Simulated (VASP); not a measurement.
# MgH2Ir2 (I4/mmm) in VASP: a series of runs

MgH2Ir2 is run at these levels: PBE; tasks: single point, relaxation of cell and atoms.

All numbers are computed with VASP 6.6.1; they aren't measurements. Logs are shortened: lines on timing, memory, paths and dates and some standing lists are left out, and cuts for length are marked.

## Step 1: The cell of the first run

The structure is tetragonal, space group I4/mmm (No. 139). Conventional cell: a = 3.799 Å, b = 3.799 Å, c = 8.498 Å, α = 90.00°, β = 90.00°, γ = 90.00°. Mg (site symmetry 4/mmm) has 10 H at 2.50 to 3.20 Å and 8 Ir at 2.85 Å within 3.3 Å. H (site symmetry 4mm) has 4 Ir at 1.94 Å and 1 Mg at 2.50 Å within 2.6 Å. Within 2.7 Å of Ir (site symmetry -4m2) lie 4 H at 1.94 Å and 4 Ir at 2.69 Å.

The cell was generated, and may not be a known phase.

## Step 2: Single point, PBE

Input file INCAR:

```
SYSTEM = MgH2Ir2
PREC = Accurate ; ENCUT = 520
EDIFF = 1E-6 ; ISMEAR = 0
SIGMA = 0.1 ; LREAL = .False.
LASPH = .True. ; NELM = 100
ALGO = Fast ; ISIF = 2
LWAVE = .False. ; LCHARG = .False.
GGA = PE ; NBANDS = 19
```

Input file KPOINTS:

```
Automatic mesh
0
Gamma
  14 14 14
  0 0 0
```

Input file POSCAR:

```
MgH2Ir2
1.0
   -1.8994376112      1.8994376112      4.2490743148
    1.8994376112     -1.8994376112      4.2490743148
    1.8994376112      1.8994376112     -4.2490743148
Mg H Ir
1 2 2
Direct
    0.0000000000      0.0000000000      0.0000000000
    0.7054140109      0.7054140109      0.0000000000
    0.2945859891      0.2945859891      0.0000000000
    0.2500000000      0.7500000000      0.5000000000
    0.7500000000      0.2500000000      0.5000000000
```

Potentials or basis: VASP PAW PBE potentials, release 64 (Mg, H, Ir).

Started as:

```sh
$ cat potpaw_PBE.64/Mg/POTCAR potpaw_PBE.64/H/POTCAR potpaw_PBE.64/Ir/POTCAR > POTCAR
$ mpirun -np 1 vasp_std > vasp.out
```

OUTCAR:

```text
SYSTEM = MgH2Ir2
   PREC = Accurate
   ENCUT = 520
   EDIFF = 1E-6
   ISMEAR = 0
   LREAL = .False.
   LASPH = .True.
   NELM = 100
   ISIF = 2
   GGA = PE

 ion  position               nearest neighbor table
   1  0.000  0.000  0.000-   5 2.85   4 2.85   4 2.85   5 2.85   4 2.85   5 2.85   5 2.85   4 2.85

   2  0.705  0.705  0.000-   4 1.94   5 1.94   4 1.94   5 1.94
   3  0.295  0.295  0.000-   4 1.94   5 1.94   4 1.94   5 1.94
   4  0.250  0.750  0.500-   3 1.94   2 1.94   3 1.94   2 1.94   5 2.69   5 2.69   5 2.69   5 2.69
                             1 2.85   1 2.85   1 2.85   1 2.85
   5  0.750  0.250  0.500-   3 1.94   2 1.94   3 1.94   2 1.94   4 2.69   4 2.69   4 2.69   4 2.69
                             1 2.85   1 2.85   1 2.85   1 2.85

  LATTYP: Found a body centered tetragonal cell.
 ALAT       =     3.7988752224
 C/A-ratio  =     2.2370170464

  Lattice vectors:

 A1 = (  -1.8994376112,   1.8994376112,   4.2490743148)
 A2 = (   1.8994376112,  -1.8994376112,   4.2490743148)
 A3 = (   1.8994376112,   1.8994376112,  -4.2490743148)

Analysis of symmetry for initial positions (statically):
=====================================================================
 Subroutine PRICEL returns:
 Original cell was already a primitive cell.

 Routine SETGRP: Setting up the symmetry group for a
 body centered tetragonal supercell.

 Subroutine GETGRP returns: Found 16 space group operations
 (whereof 16 operations were pure point group operations)
 out of a pool of 16 trial point group operations.

The static configuration has the point symmetry D_4h.

Analysis of symmetry for dynamics (positions and initial velocities):
=====================================================================
 Subroutine PRICEL returns:
 Original cell was already a primitive cell.

 Routine SETGRP: Setting up the symmetry group for a
 body centered tetragonal supercell.

 Subroutine GETGRP returns: Found 16 space group operations
 (whereof 16 operations were pure point group operations)
 out of a pool of 16 trial point group operations.

The dynamic configuration has the point symmetry D_4h.

 Subroutine INISYM returns: Found 16 space group operations
 (whereof 16 operations are pure point group operations),
 and found     1 'primitive' translations

----------------------------------------------------------------------------------------

                                     Primitive cell

  volume of cell :      61.3203

  direct lattice vectors                    reciprocal lattice vectors
    -1.899437611  1.899437611  4.249074315     0.000000000  0.263235811  0.117672689
     1.899437611 -1.899437611  4.249074315     0.263235811  0.000000000  0.117672689
     1.899437611  1.899437611 -4.249074315     0.263235811  0.263235811  0.000000000

  length of vectors
     5.026963200  5.026963200  5.026963200     0.288339997  0.288339997  0.372271654

  position of ions in fractional coordinates (direct lattice)
     0.000000000  0.000000000  0.000000000
     0.705414011  0.705414011  0.000000000
     0.294585989  0.294585989  0.000000000
     0.250000000  0.750000000  0.500000000
     0.750000000  0.250000000  0.500000000

  ion indices of the primitive-cell ions
   primitive index   ion index
                 1           1
                 2           2
                 3           3
                 4           4
                 5           5

----------------------------------------------------------------------------------------

 KPOINTS: Automatic mesh

Automatic generation of k-mesh.
 Grid dimensions read from file:
 generate k-points for:   14   14   14

 Generating k-lattice:

  Cartesian coordinates                     Fractional coordinates (reciprocal lattice)
     0.000000000  0.018802558  0.008405192     0.071428571  0.000000000  0.000000000
     0.018802558  0.000000000  0.008405192     0.000000000  0.071428571  0.000000000
     0.018802558  0.018802558  0.000000000     0.000000000  0.000000000  0.071428571

  Length of vectors
     0.020595714  0.020595714  0.026590832

  Shift w.r.t. Gamma in fractional coordinates (k-lattice)
     0.000000000  0.000000000  0.000000000

 Subroutine IBZKPT returns following result:
 ===========================================

 Found    244 irreducible k-points:

 Following reciprocal coordinates:
            Coordinates               Weight
  0.000000  0.000000  0.000000      1.000000
  0.071429 -0.000000  0.000000      8.000000
  0.142857 -0.000000  0.000000      8.000000
  0.214286 -0.000000  0.000000      8.000000
  0.285714 -0.000000  0.000000      8.000000
  0.357143 -0.000000  0.000000      8.000000
[... 16 lines left out ...]
  0.214286  0.142857  0.000000     16.000000
  0.285714  0.142857  0.000000     16.000000
 [... further k-points ...]
   k-points           NKPTS =    244   k-points in BZ     NKDIM =    244   number of bands    NBANDS=     19
   number of dos      NEDOS =    301   number of ions     NIONS =      5
   total plane-waves  NPLWV =  64000
   dimension x,y,z NGX =    40 NGY =   40 NGZ =   40
   dimension x,y,z NGXF=    80 NGYF=   80 NGZF=   80
   ions per type =               1   2   2
   NGX,Y,Z   is equivalent  to a cutoff of  13.23, 13.23, 13.23 a.u.
   NGXF,Y,Z  is equivalent  to a cutoff of  26.46, 26.46, 26.46 a.u.
 SYSTEM =  MgH2Ir2
   PREC   = accura    normal or accurate (medium, high low for compatibility)
   ISTART =      0    job   : 0-new  1-cont  2-samecut
   ICHARG =      2    charge: 1-file 2-atom 10-const
   ISPIN  =      1    spin polarized calculation?
   LNONCOLLINEAR =      F non collinear calculations
   LSORBIT =      F    spin-orbit coupling
   LASPH  =      T    aspherical Exc in radial PAW
   ENCUT  =  520.0 eV  38.22 Ry    6.18 a.u.   9.35  9.35  9.35*2*pi/ulx,y,z
   NELM   =    100;   NELMIN=  2; NELMDL= -5     # of ELM steps
   EDIFF  = 0.1E-05   stopping-criterion for ELM
   LREAL  =      F    real-space projection
   EDIFFG = 0.1E-04   stopping-criterion for IOM
   NSW    =      0    number of steps for IOM
   IBRION =     -1    ionic relax: 0-MD 1-quasi-New 2-CG
   NFREE  =      0    steps in history (QN), initial steepest desc. (CG)
   ISIF   =      2    stress and relaxation
   ISYM   =      2    0-nonsym 1-usesym 2-fastsym
   POTIM  = 0.5000    time-step for ionic-motion
   TEBEG  =    0.0;   TEEND  =   0.0 temperature during run
   PSTRESS=    0.0 pullay stress
   NELECT =      22.0000    total number of electrons
   NUPDOWN=      -1.0000    fix difference up-down
   EMIN   =  10.00;   EMAX   =-10.00  energy-range for DOS
   EFERMI =   0.00;   METHOD = LEGACY
   ISMEAR =     0;   SIGMA  =   0.10  broadening in eV -4-tet -1-fermi 0-gaus
   EFERMI_NEDOS =   21; number of points for ismear=-14 and -15
   IALGO  =     68    algorithm
   IMIX   =      4    mixing-type and parameters
     AMIX     =   0.40;   BMIX     =  1.00
     AMIX_MAG =   1.60;   BMIX_MAG =  1.00
  volume/ion in A,a.u.               =      12.26        82.76
  Fermi-wavevector in a.u.,A,eV,Ry     =   1.163271  2.198264 18.411398  1.353200
  Thomas-Fermi vector in A             =   2.299823
   LORBIT       =      0    0 simple, 1 ext, 2 COOP (PROOUT), +10 PAW based schemes
   GGA     = PE    functional components
   LHFCALC =     F    Hartree Fock is set to
   AEXX    =    0.0000 exact exchange contribution
   IVDW    =     0    specifies the selected vdW correction
   LEPSILON=     F    determine dielectric tensor
   LRPA    =     F    only Hartree local field effects (RPA)
 non-spin polarized calculation
 RMM-DIIS sequential band-by-band and
 Gauss-broadening in eV      SIGMA  =   0.10
  energy-cutoff  :      520.00
  volume of cell :       61.32
 maximum number of plane-waves:      1667
 NGX is ok and might be reduce to    40
   NGX = 19   NGY = 19   NGZ = 19

 number of electron      22.0000001 magnetization

 Free energy of the ion-electron system (eV)
  ---------------------------------------------------
  ext. energy  EPLUGINS =         0.00000000
  ---------------------------------------------------
  free energy    TOTEN  =       -25.58987106 eV

  energy without entropy =      -25.57001004  energy(sigma->0) =      -25.57994055

 E-fermi :   4.8373     XC(G=0): -10.9597

 val. band max:        4.8371703120   @ k =  -0.2143   0.0714  -0.0000
 cond. band min:       4.8379591580   @ k =  -0.2857  -0.2857   0.1429
 fundamental gap:      0.0007888460
 Fermi energy:         4.8373124845

 k-point     1 :       0.0000    0.0000    0.0000
  band No.  band energies     occupation
      1      -5.7020      2.00000
      2      -3.8065      2.00000
      3      -0.1675      2.00000
      4       0.4496      2.00000
      5       1.6570      2.00000
      6       1.6570      2.00000
[... 11 lines left out ...]
     18      13.4871      0.00000
     19      14.2950      0.00000

 k-point     2 :       0.0714   -0.0000    0.0000
  band No.  band energies     occupation
      1      -5.6243      2.00000
      2      -3.7522      2.00000
      3      -0.1179      2.00000
      4       0.4888      2.00000
      5       1.6340      2.00000
      6       1.6907      2.00000
[... 11 lines left out ...]
     18      13.6277      0.00000
     19      14.4032      0.00000

 k-point     3 :       0.1429   -0.0000    0.0000
  band No.  band energies     occupation
      1      -5.3944      2.00000
      2      -3.5956      2.00000
      3       0.0304      2.00000
      4       0.6008      2.00000
      5       1.5758      2.00000
      6       1.7908      2.00000
[... 11 lines left out ...]
     18      13.6939      0.00000
     19      14.5237      0.00000

 k-point     4 :       0.2143   -0.0000    0.0000
  band No.  band energies     occupation
      1      -5.0242      2.00000
      2      -3.3584      2.00000
      3       0.2764      2.00000
      4       0.7656      2.00000
      5       1.5125      2.00000
      6       1.9539      2.00000
[... 11 lines left out ...]
     18      13.5894      0.00000
     19      14.7531      0.00000

 k-point     5 :       0.2857   -0.0000    0.0000
  band No.  band energies     occupation
      1      -4.5371      2.00000
      2      -3.0846      2.00000
      3       0.6183      2.00000
      4       0.9347      2.00000
      5       1.4913      2.00000
      6       2.1742      2.00000
[... 11 lines left out ...]
     18      13.4238      0.00000
     19      14.5528      0.00000

 k-point     6 :       0.3571   -0.0000    0.0000
  band No.  band energies     occupation
      1      -3.9761      2.00000
      2      -2.8534      2.00000
      3       1.0354      2.00000
      4       1.0533      2.00000
      5       1.5495      2.00000
      6       2.4430      2.00000
[... 11 lines left out ...]
     18      13.8835      0.00000
     19      14.5746      0.00000

 k-point     7 :       0.4286   -0.0000    0.0000
  band No.  band energies     occupation
      1      -3.4174      2.00000
      2      -2.7827      2.00000
      3       1.0643      2.00000
      4       1.5782      2.00000
      5       1.6183      2.00000
      6       2.6482      2.00000
[... 11 lines left out ...]
     18      14.4182      0.00000
     19      14.6508      0.00000

 k-point     8 :       0.5000    0.0000    0.0000
  band No.  band energies     occupation
      1      -3.0106      2.00000
      2      -2.9449      2.00000
      3       1.0684      2.00000
      4       1.6363      2.00000
      5       2.1872      2.00000
      6       2.1882      2.00000
[... 256 lines left out ...]
 k-point    20 :      -0.1429    0.0714   -0.0000
  band No.  band energies     occupation
      1      -5.3343      2.00000
      2      -3.5356      2.00000
      3       0.0700      2.00000
      4       0.6204      2.00000
      5       1.4748      2.00000
      6       1.8843      2.00000
[... 11 lines left out ...]
     18      13.9946      0.00000
     19      14.1731      0.00000

 k-point    21 :      -0.0714    0.0714    0.0000
  band No.  band energies     occupation
      1      -5.5549      2.00000
      2      -3.6956      2.00000
      3      -0.0710      2.00000
      4       0.5182      2.00000
      5       1.5639      2.00000
      6       1.7602      2.00000
[... 11 lines left out ...]
     18      13.8922      0.00000
     19      14.1917      0.00000

 k-point    22 :       0.1429    0.1429    0.0000
  band No.  band energies     occupation
      1      -5.0669      2.00000
      2      -3.3844      2.00000
      3       0.1960      2.00000
      4       0.7585      2.00000
      5       1.4038      2.00000
      6       2.1133      2.00000
[... 11 lines left out ...]
     18      13.6906      0.00000
     19      14.5528      0.00000

 k-point    23 :       0.2143    0.1429    0.0000
  band No.  band energies     occupation
      1      -4.6945      2.00000
      2      -3.1416      2.00000
      3       0.3980      2.00000
      4       0.8712      2.00000
      5       1.3525      2.00000
      6       2.3464      2.00000
[... 11 lines left out ...]
     18      13.3959      0.00000
     19      14.6498      0.00000

 k-point    24 :       0.2857    0.1429    0.0000
  band No.  band energies     occupation
      1      -4.2093      2.00000
      2      -2.8595      2.00000
      3       0.6666      2.00000
      4       0.9243      2.00000
      5       1.3772      2.00000
      6       2.5160      2.00000
[... 11 lines left out ...]
     18      13.3913      0.00000
     19      14.8082      0.00000

 [... further k-points ...]

------------------------ aborting loop because EDIFF is reached ----------------------------------------

  FORCE on cell =-STRESS in cart. coord.  units (eV):
  Direction    XX          YY          ZZ          XY          YZ          ZX
  --------------------------------------------------------------------------------------
  -------------------------------------------------------------------------------------
  Total        0.1001039      0.1001039     -0.0917246      0.0000000      0.0000000      0.0000000
  in kB        2.6155161      2.6155161     -2.3965793      0.0000000      0.0000000      0.0000000
  external PRESSURE =       0.9448176 kB  Pullay stress =       0.0000000 kB

 VOLUME and BASIS-vectors are now :
 -----------------------------------------------------------------------------
  energy-cutoff  :      520.00
  volume of cell :       61.32
      direct lattice vectors                 reciprocal lattice vectors
    -1.899437611  1.899437611  4.249074315     0.000000000  0.263235811  0.117672689
     1.899437611 -1.899437611  4.249074315     0.263235811  0.000000000  0.117672689
     1.899437611  1.899437611 -4.249074315     0.263235811  0.263235811  0.000000000

 POSITION                                       TOTAL-FORCE (eV/Angst)
 -----------------------------------------------------------------------------------
      0.00000      0.00000      0.00000         0.000000      0.000000     -0.000000
      0.00000      0.00000      5.99471        -0.000000     -0.000000     -0.009532
      0.00000      0.00000      2.50344         0.000000      0.000000      0.009532
      1.89944     -0.00000      2.12454         0.000000      0.000000      0.000000
     -0.00000      1.89944      2.12454         0.000000      0.000000      0.000000
 -----------------------------------------------------------------------------------
    total drift:                                0.000000      0.000000     -0.000000

  FREE ENERGIE OF THE ION-ELECTRON SYSTEM (eV)
  ---------------------------------------------------
  free  energy   TOTEN  =       -25.5898710605 eV

  energy  without entropy=      -25.5700100446  energy(sigma->0) =      -25.57994055
```

It took 11 min on 1 thread of Oxide Virtual Turin-like, shared host; peak memory 0.45 GiB.

Results:

* Free energy: -25.5899 eV
* Pressure: 0.1 GPa
* Largest force: 0.010 eV/Å
* Band gap on the k mesh: zero (bands 11 and 12 overlap by 3.14 eV)

Forces in eV/Å, atoms in the order of the input:
```
Mg   0.000  0.000  0.000
H    0.000  0.000 -0.010
H    0.000  0.000  0.010
Ir   0.000  0.000  0.000
Ir   0.000  0.000  0.000
```

Caveat: spin-orbit coupling is left out, which moves the levels of the heavy elements.

(Continued in part 2 of 2.)
